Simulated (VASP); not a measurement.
Set up this calculation in VASP 6.6.1, as the native input.

```yaml
Task: relaxation of cell and atoms
Functional: PBE
Potentials_or_basis: VASP PAW PBE potentials, release 64 (As, Sb, Ga_d)
Cutoff: 600 eV
k_mesh: 6 × 4 × 4
Occupations: fermi-dirac, width 0.02 eV
Spin: no spin polarisation
Dipole_correction: no
Further_INCAR_settings: ALGO = Normal; EDIFF = 1e-06; IBRION = 2; EDIFFG = -0.005; NSW = 80; ISIF = 3
```

The structure of Ga4SbAs3 lies in POSCAR:

```
Ga4SbAs3
1.0
    3.9675610109      0.0000000000      0.0000000000
    0.0000000000      3.9675610109      5.6109785911
    0.0000000000     -3.9675610109      5.6109785911
As Sb Ga
3 1 4
Direct
    0.0000000000      0.0000000000      0.0000000000
    0.5000000000      0.0000000000      0.5000000000
    0.5000000000      0.5000000000      0.0000000000
    0.0000000000      0.5000000000      0.5000000000
    0.5000000000      0.8750000000      0.8750000000
    0.0000000000      0.8750000000      0.3750000000
    0.0000000000      0.3750000000      0.8750000000
    0.5000000000      0.3750000000      0.3750000000
```

One way to write it, as run:

INCAR

```
PREC = Accurate
ENCUT = 600
EDIFF = 1E-6
ISMEAR = -1
SIGMA = 0.02
LREAL = F
LASPH = T
NELM = 80
ALGO = Normal
ISIF = 3
LWAVE = F
LCHARG = F
GGA = PE
IBRION = 2
NSW = 80
EDIFFG = -0.005
```

KPOINTS

```
Automatic mesh
0
Gamma
  6 4 4
```

Potentials or basis: VASP PAW PBE potentials, release 64 (As, Sb, Ga_d).

Command:

```sh
$ cat potpaw_PBE.64/As/POTCAR potpaw_PBE.64/Sb/POTCAR potpaw_PBE.64/Ga_d/POTCAR > POTCAR
$ mpirun -np 1 vasp_std > vasp.out
```

Results of the run:

| Quantity | Value |
| --- | --- |
| Relaxed volume | 25.34 Å³/atom |
| Relaxed cell | a = 4.154 Å, b = 7.194 Å, c = 7.194 Å, α = 70.58°, β = 90.00°, γ = 90.00° |
| Space group after relaxing (to 0.1 Å) | Amm2 (No. 38) |
| Energy gained by relaxing | 124.2 meV/atom |
| Ionic steps | 13 |
| Pressure after relaxing | 0.0 GPa |
| Largest force after relaxing | 0.003 eV/Å |
| Band gap on the k mesh | 0.12 eV |

Caveat: semilocal functionals underestimate gaps, and a narrow one can read as zero; spin-orbit coupling is left out, which moves the levels of the heavy elements.

Run time: 34 min on 1 thread of Intel Xeon 8259CL, with other jobs on the host, peak memory 0.48 GiB.
